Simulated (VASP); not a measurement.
**AlN: single point with LDA**

Crystal: AlN.

```
Al N
1.0
     0.00000    2.16438    2.16438
     2.16438    0.00000    2.16438
     2.16438    2.16438    0.00000
Al N
1 1
Direct
  0.00000 0.00000 0.00000
  0.25000 0.25000 0.25000
```

* Program: VASP 6.6.1
* Task: single point
* Functional: LDA
* Potentials or basis: VASP PAW LDA potentials, release 64 (Al, N)
* Cutoff: 520 eV
* k mesh: 10 × 10 × 10
* Occupations: gaussian, width 0.01 eV
* Spin: no spin polarisation

| Item | Value |
| --- | --- |
| Pressure | 2.7 GPa |
| Band gap on the k mesh | 3.23 eV, indirect (least direct gap 4.48 eV) |

Levels at points of the mesh, in eV from the valence-band top:
```csv
k point,band 2,band 3,band 4,band 5,band 6,band 7
"(0.00, 0.00, 0.00)",0.00,0.00,0.00,4.48,12.60,12.60
"(0.50, 0.00, 0.00)",-6.02,-0.49,-0.49,7.52,9.95,11.13
"(0.50, 0.50, 0.00)",-5.04,-1.82,-1.82,3.23,8.57,14.12
```

Run time: 29 s on 1 thread of AMD EPYC 7R13 (shared host), peak memory 0.1 GiB.

A k mesh can miss the band edges. As with any semilocal functional, this LDA gap is likely too small.
